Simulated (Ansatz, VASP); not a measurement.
# Si in VASP and in Ansatz

```xyz
8
Lattice="6.8787 -1.9109 -0.0337 6.8787 1.9109 -0.0337 -0.7735 0.0000 6.4668" Properties=species:S:1:pos:R:3 pbc="T T T"
Si    0.0896    0.1481    5.6490
Si   12.8943    0.1481    0.7503
Si    7.1880    0.1640    4.1892
Si    5.7959    0.1640    2.2102
Si    2.8847   -0.4139    0.3547
Si   10.0992   -0.4139    6.0447
Si    9.5490    0.1018    3.7379
Si    3.4349    0.1018    2.6615
```

Change from the starting cell: mode 4 frozen in at -0.419 Å, strain +e along z and -e/2 along x and y +0.0233.

Alike in both runs: task single point; functional PBE; k mesh 10 × 10 × 6; occupations gaussian, width 0.03 eV; no spin polarisation.

```csv
,VASP,Ansatz
version,VASP 6.6.1,Ansatz 0.2.0
potentials or method,"VASP PAW PBE potentials, release 64 (Si), cutoff 520 eV","scalar-relativistic, plane waves, PAW"
valence electrons in the cell,32,32
```

```csv
,VASP,Ansatz,Ansatz less VASP
gap on the k mesh at the Fermi level (eV),0.50,0.50,-0.001
least direct gap on the mesh (eV),1.20,1.20,-0.003
pressure (GPa),-1.4,-1.3,+0.06
"traceless stress, the component that is largest in VASP (GPa)",-3.11,-3.10,+0.004
rms of the force components (eV/Å),0.333,0.333,+0.0006
```

Atom by atom the forces differ by 0.002 eV/Å (rms over components). With one functional, cell and mesh, what is left measures potentials, basis and numerics.
